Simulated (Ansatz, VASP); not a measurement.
**Two plane-wave programs on MgO**

```
Mg O
1.0
     0.00000    2.09700    2.09700
     2.09700    0.00000    2.09700
     2.09700    2.09700    0.00000
Mg O
1 1
Direct
  0.00000 0.00000 0.00000
  0.50000 0.50000 0.50000
```

Alike in both runs: functional revPBE; k mesh 6 × 6 × 6; occupations fermi-dirac, width 0.05 eV; no spin polarisation.

|  | VASP | Ansatz |
| --- | --- | --- |
| version | VASP 6.6.1 | Ansatz 0.2.0 |
| potentials or method | VASP PAW PBE potentials, release 64 (Mg, O) | Ansatz PAW |
| plane-wave cutoff (eV) | 520 | 420 |
| valence electrons in the cell | 8 | 16 |
| task | single point | band structure |

Ansatz gave:

```
gap on the k mesh at the Fermi level (eV) : 4.96
least direct gap on the mesh (eV)         : 4.96
pressure (GPa)                            : 10.8
```

Task: What did VASP give for the same quantities?

Result: gap on the k mesh at the Fermi level (eV): 4.93; least direct gap on the mesh (eV): 4.93; pressure (GPa): 9.9.

VASP's potentials were made for PBE, not for revPBE. VASP's potentials hold 8 valence electrons a cell and Ansatz's 16, so a difference there can come from the potentials and not from the codes.

The k mesh is coarse, so the values compare programs but aren't converged.
